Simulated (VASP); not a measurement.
# Pt (Im-3m) in VASP: single point with PBEsol

Aim: the single point of Pt with PBEsol.

Everything below comes from runs of VASP 6.6.1. Logs are shortened: lines on timing, memory, paths and dates and some standing lists are left out, and cuts for length are marked.

## 1. The cell of the first run

It takes space group Im-3m (No. 229, cubic). The conventional cell has a = 3.121 Å, b = 3.121 Å, c = 3.121 Å, α = 90.00°, β = 90.00°, γ = 90.00°. Pt (site symmetry m-3m) has 14 Pt at 2.70 to 3.12 Å within 3.6 Å.

This isn't the form of Pt at room conditions, which is fcc.

## 2. Single point, PBEsol

Input file INCAR:

```
SYSTEM = Pt
  PREC = Accurate
  ENCUT = 500
  EDIFF = 1E-6
  ISMEAR = 0
  SIGMA = 0.1
  LREAL = .False.
  LASPH = .True.
  NELM = 120
  ALGO = Normal
  ISIF = 2
  LWAVE = .False.
  LCHARG = .False.
  GGA = PS
  NBANDS = 11
  GGA_COMPAT = .False.
```

Input file KPOINTS:

```
regular mesh
0
Gamma
  18 18 18
  0 0 0
```

Input file POSCAR:

```
Pt
1.0
   -1.5604153260      1.5604153260      1.5604153260
    1.5604153260     -1.5604153260      1.5604153260
    1.5604153260      1.5604153260     -1.5604153260
Pt
1
Direct
    0.0000000000      0.0000000000      0.0000000000
```

Potentials or basis: VASP PAW PBE potentials, release 64 (Pt).

Launch:

```sh
cat potpaw_PBE.64/Pt/POTCAR > POTCAR
mpirun -np 1 vasp_std > vasp.out
```

OUTCAR:

```text
SYSTEM = Pt
   PREC = Accurate
   ENCUT = 500
   EDIFF = 1E-6
   ISMEAR = 0
   LREAL = .False.
   LASPH = .True.
   NELM = 120
   ISIF = 2
   GGA = PS

 ion  position               nearest neighbor table
   1  0.000  0.000  0.000-

  LATTYP: Found a body centered cubic cell.
 ALAT       =     3.1208306520

  Lattice vectors:

 A1 = (  -1.5604153260,   1.5604153260,   1.5604153260)
 A2 = (   1.5604153260,  -1.5604153260,   1.5604153260)
 A3 = (   1.5604153260,   1.5604153260,  -1.5604153260)

Analysis of symmetry for initial positions (statically):
=====================================================================
 Subroutine PRICEL returns:
 Original cell was already a primitive cell.

 Routine SETGRP: Setting up the symmetry group for a
 body centered cubic supercell.

 Subroutine GETGRP returns: Found 48 space group operations
 (whereof 48 operations were pure point group operations)
 out of a pool of 48 trial point group operations.

The static configuration has the point symmetry O_h .

Analysis of symmetry for dynamics (positions and initial velocities):
=====================================================================
 Subroutine PRICEL returns:
 Original cell was already a primitive cell.

 Routine SETGRP: Setting up the symmetry group for a
 body centered cubic supercell.

 Subroutine GETGRP returns: Found 48 space group operations
 (whereof 48 operations were pure point group operations)
 out of a pool of 48 trial point group operations.

The dynamic configuration has the point symmetry O_h .

 Subroutine INISYM returns: Found 48 space group operations
 (whereof 48 operations are pure point group operations),
 and found     1 'primitive' translations

----------------------------------------------------------------------------------------

                                     Primitive cell

  volume of cell :      15.1978

  direct lattice vectors                    reciprocal lattice vectors
    -1.560415326  1.560415326  1.560415326     0.000000000  0.320427512  0.320427512
     1.560415326 -1.560415326  1.560415326     0.320427512  0.000000000  0.320427512
     1.560415326  1.560415326 -1.560415326     0.320427512  0.320427512  0.000000000

  length of vectors
     2.702718626  2.702718626  2.702718626     0.453152933  0.453152933  0.453152933

  position of ions in fractional coordinates (direct lattice)
     0.000000000  0.000000000  0.000000000

  ion indices of the primitive-cell ions
   primitive index   ion index
                 1           1

----------------------------------------------------------------------------------------

 KPOINTS: regular mesh

Automatic generation of k-mesh.
 Grid dimensions read from file:
 generate k-points for:   18   18   18

 Generating k-lattice:

  Cartesian coordinates                     Fractional coordinates (reciprocal lattice)
     0.000000000  0.017801528  0.017801528     0.055555556  0.000000000  0.000000000
     0.017801528  0.000000000  0.017801528     0.000000000  0.055555556  0.000000000
     0.017801528  0.017801528  0.000000000     0.000000000  0.000000000  0.055555556

  Length of vectors
     0.025175163  0.025175163  0.025175163

  Shift w.r.t. Gamma in fractional coordinates (k-lattice)
     0.000000000  0.000000000  0.000000000

 Subroutine IBZKPT returns following result:
 ===========================================

 Found    195 irreducible k-points:

 Following reciprocal coordinates:
            Coordinates               Weight
  0.000000  0.000000  0.000000      1.000000
  0.055556  0.000000  0.000000     12.000000
  0.111111  0.000000  0.000000     12.000000
  0.166667  0.000000  0.000000     12.000000
  0.222222  0.000000  0.000000     12.000000
  0.277778  0.000000  0.000000     12.000000
[... 16 lines left out ...]
  0.333333  0.111111  0.000000     48.000000
  0.388889  0.111111  0.000000     48.000000
 [... further k-points ...]
   k-points           NKPTS =    195   k-points in BZ     NKDIM =    195   number of bands    NBANDS=     11
   number of dos      NEDOS =    301   number of ions     NIONS =      1
   total plane-waves  NPLWV =   8000
   dimension x,y,z NGX =    20 NGY =   20 NGZ =   20
   dimension x,y,z NGXF=    40 NGYF=   40 NGZF=   40
   ions per type =               1
   NGX,Y,Z   is equivalent  to a cutoff of  12.30, 12.30, 12.30 a.u.
   NGXF,Y,Z  is equivalent  to a cutoff of  24.60, 24.60, 24.60 a.u.
 SYSTEM =  Pt
   PREC   = accura    normal or accurate (medium, high low for compatibility)
   ISTART =      0    job   : 0-new  1-cont  2-samecut
   ICHARG =      2    charge: 1-file 2-atom 10-const
   ISPIN  =      1    spin polarized calculation?
   LNONCOLLINEAR =      F non collinear calculations
   LSORBIT =      F    spin-orbit coupling
   LASPH  =      T    aspherical Exc in radial PAW
   ENCUT  =  500.0 eV  36.75 Ry    6.06 a.u.   4.93  4.93  4.93*2*pi/ulx,y,z
   NELM   =    120;   NELMIN=  2; NELMDL= -5     # of ELM steps
   EDIFF  = 0.1E-05   stopping-criterion for ELM
   LREAL  =      F    real-space projection
   EDIFFG = 0.1E-04   stopping-criterion for IOM
   NSW    =      0    number of steps for IOM
   IBRION =     -1    ionic relax: 0-MD 1-quasi-New 2-CG
   NFREE  =      0    steps in history (QN), initial steepest desc. (CG)
   ISIF   =      2    stress and relaxation
   ISYM   =      2    0-nonsym 1-usesym 2-fastsym
   POTIM  = 0.5000    time-step for ionic-motion
   TEBEG  =    0.0;   TEEND  =   0.0 temperature during run
   PSTRESS=    0.0 pullay stress
   NELECT =      10.0000    total number of electrons
   NUPDOWN=      -1.0000    fix difference up-down
   EMIN   =  10.00;   EMAX   =-10.00  energy-range for DOS
   EFERMI =   0.00;   METHOD = LEGACY
   ISMEAR =     0;   SIGMA  =   0.10  broadening in eV -4-tet -1-fermi 0-gaus
   EFERMI_NEDOS =   21; number of points for ismear=-14 and -15
   IALGO  =     38    algorithm
   IMIX   =      4    mixing-type and parameters
     AMIX     =   0.40;   BMIX     =  1.00
     AMIX_MAG =   1.60;   BMIX_MAG =  1.00
  volume/ion in A,a.u.               =      15.20       102.56
  Fermi-wavevector in a.u.,A,eV,Ry     =   1.423906  2.690792 27.585922  2.027508
  Thomas-Fermi vector in A             =   2.544454
   LORBIT       =      0    0 simple, 1 ext, 2 COOP (PROOUT), +10 PAW based schemes
   GGA     = PS    functional components
   LHFCALC =     F    Hartree Fock is set to
   AEXX    =    0.0000 exact exchange contribution
   IVDW    =     0    specifies the selected vdW correction
   LEPSILON=     F    determine dielectric tensor
   LRPA    =     F    only Hartree local field effects (RPA)
 non-spin polarized calculation
 Gauss-broadening in eV      SIGMA  =   0.10
  energy-cutoff  :      500.00
  volume of cell :       15.20
 maximum number of plane-waves:       397
   NGX =  9   NGY =  9   NGZ =  9

 number of electron      10.0000000 magnetization

 number of electron       9.9999997 magnetization

 Free energy of the ion-electron system (eV)
  ---------------------------------------------------
  ext. energy  EPLUGINS =         0.00000000
  ---------------------------------------------------
  free energy    TOTEN  =        -6.85826647 eV

  energy without entropy =       -6.85529559  energy(sigma->0) =       -6.85678103

 E-fermi :  10.7668     XC(G=0): -13.5757

 val. band max:       10.7612380863   @ k =  -0.3889   0.3889   0.2222
 cond. band min:      10.7870486208   @ k =  -0.3889   0.5000   0.0556
 fundamental gap:      0.0258105345
 Fermi energy:        10.7668043491

 k-point     1 :       0.0000    0.0000    0.0000
  band No.  band energies     occupation
      1       0.7515      2.00000
      2       7.0193      2.00000
      3       7.0193      2.00000
      4       7.0193      2.00000
      5       9.6824      2.00000
      6       9.6824      2.00000
      7      27.7959      0.00000
      8      27.7959      0.00000
      9      27.7959      0.00000
     10      38.2987      0.00000
     11      38.2987      0.00000

 k-point     2 :       0.0556    0.0000    0.0000
  band No.  band energies     occupation
      1       0.8824      2.00000
      2       6.9661      2.00000
      3       7.0190      2.00000
      4       7.1260      2.00000
      5       9.6115      2.00000
      6       9.6858      2.00000
      7      27.8636      0.00000
      8      27.9237      0.00000
      9      27.9916      0.00000
     10      36.4588      0.00000
     11      37.0733      0.00000

 k-point     3 :       0.1111    0.0000    0.0000
  band No.  band energies     occupation
      1       1.2639      2.00000
      2       6.8160      2.00000
      3       7.0096      2.00000
      4       7.4413      2.00000
      5       9.4418      2.00000
      6       9.6979      2.00000
      7      27.9821      0.00000
      8      28.1477      0.00000
      9      28.5646      0.00000
     10      34.7506      0.00000
     11      35.2172      0.00000

 k-point     4 :       0.1667    0.0000    0.0000
  band No.  band energies     occupation
      1       1.8568      2.00000
      2       6.5946      2.00000
      3       6.9824      2.00000
      4       7.9504      2.00000
      5       9.2762      2.00000
      6       9.7233      2.00000
      7      27.8784      0.00000
      8      27.9021      0.00000
      9      29.4760      0.00000
     10      33.7840      0.00000
     11      33.7991      0.00000

 k-point     5 :       0.2222    0.0000    0.0000
  band No.  band energies     occupation
      1       2.5722      2.00000
      2       6.3359      2.00000
      3       6.9853      2.00000
      4       8.6260      2.00000
      5       9.2078      2.00000
      6       9.7661      2.00000
      7      26.5526      0.00000
      8      27.2836      0.00000
      9      30.6652      0.00000
     10      33.5257      0.00000
     11      33.8588      0.00000
[... 211 lines left out ...]
 k-point    21 :       0.2222    0.1111    0.0000
  band No.  band energies     occupation
      1       3.5768      2.00000
      2       6.1406      2.00000
      3       6.7498      2.00000
      4       9.0872      2.00000
      5       9.8820      2.00000
      6      10.0844      2.00000
      7      24.3389      0.00000
      8      26.3440      0.00000
      9      29.4084      0.00000
     10      31.2411      0.00000
     11      35.2928      0.00000

 k-point    22 :       0.2778    0.1111    0.0000
  band No.  band energies     occupation
      1       3.9901      2.00000
      2       5.9158      2.00000
      3       7.2138      2.00000
      4       9.2319      2.00000
      5      10.0166      2.00000
      6      11.0114      0.00054
      7      22.0306      0.00000
      8      25.4171      0.00000
      9      28.2090      0.00000
     10      32.4620      0.00000
     11      36.1574      0.00000

 k-point    23 :       0.3333    0.1111    0.0000
  band No.  band energies     occupation
      1       4.1052      2.00000
      2       5.7449      2.00000
      3       7.9685      2.00000
      4       9.4071      2.00000
      5      10.1451      2.00000
      6      12.0234      0.00000
      7      19.8191      0.00000
      8      24.6472      0.00000
      9      27.1182      0.00000
     10      33.6473      0.00000
     11      35.9492      0.00000

 k-point    24 :       0.3889    0.1111    0.0000
  band No.  band energies     occupation
      1       4.0915      2.00000
      2       5.6389      2.00000
      3       8.6344      2.00000
      4       9.4700      2.00000
      5      10.4197      2.00000
      6      12.9636      0.00000
      7      17.9774      0.00000
      8      24.1323      0.00000
      9      26.3406      0.00000
     10      34.4891      0.00000
     11      35.5079      0.00000

 [... further k-points ...]
[... 5 lines left out ...]
  --------------------------------------------------------------------------------------
  -------------------------------------------------------------------------------------
  Total       -0.0360060     -0.0360060     -0.0360060      0.0000000      0.0000000     -0.0000000
  in kB       -3.7958145     -3.7958145     -3.7958145      0.0000000      0.0000000     -0.0000000
  external PRESSURE =      -3.7958145 kB  Pullay stress =       0.0000000 kB

 VOLUME and BASIS-vectors are now :
 -----------------------------------------------------------------------------
  energy-cutoff  :      500.00
  volume of cell :       15.20
      direct lattice vectors                 reciprocal lattice vectors
    -1.560415326  1.560415326  1.560415326     0.000000000  0.320427512  0.320427512
     1.560415326 -1.560415326  1.560415326     0.320427512  0.000000000  0.320427512
     1.560415326  1.560415326 -1.560415326     0.320427512  0.320427512  0.000000000

 POSITION                                       TOTAL-FORCE (eV/Angst)
 -----------------------------------------------------------------------------------
      0.00000      0.00000      0.00000        -0.000000      0.000000      0.000000
 -----------------------------------------------------------------------------------
    total drift:                               -0.000000     -0.000000      0.000000

  FREE ENERGIE OF THE ION-ELECTRON SYSTEM (eV)
  ---------------------------------------------------
  free  energy   TOTEN  =        -6.8582664734 eV

  energy  without entropy=       -6.8552955915  energy(sigma->0) =       -6.85678103
```

It took 16 s on 1 thread of AMD EPYC 7R13 (Zen 3), shared host; peak memory 0.12 GiB.

What came out:

* Free energy: -6.8583 eV
* Pressure: -0.4 GPa
* Band gap on the k mesh: zero (bands 5 and 6 overlap by 2.25 eV)

Levels at points of the mesh, in eV from the Fermi level:
| k point | band 2 | band 3 | band 4 | band 5 | band 6 | band 7 | band 8 | band 9 |
| --- | --- | --- | --- | --- | --- | --- | --- | --- |
| (0.00, 0.00, 0.00) | -3.75 | -3.75 | -3.75 | -1.08 | -1.08 | 17.03 | 17.03 | 17.03 |
| (0.50, 0.00, 0.00) | -5.27 | -1.28 | -0.73 | 0.04 | 1.10 | 6.56 | 13.20 | 16.09 |
| (0.50, 0.50, 0.50) | -6.51 | 0.53 | 0.53 | 0.53 | 7.65 | 7.65 | 7.65 | 13.25 |

Caveat: the PAW data sets were made with another functional, which shifts forces and pressure a little; spin-orbit coupling is left out, which moves the levels of the heavy elements.
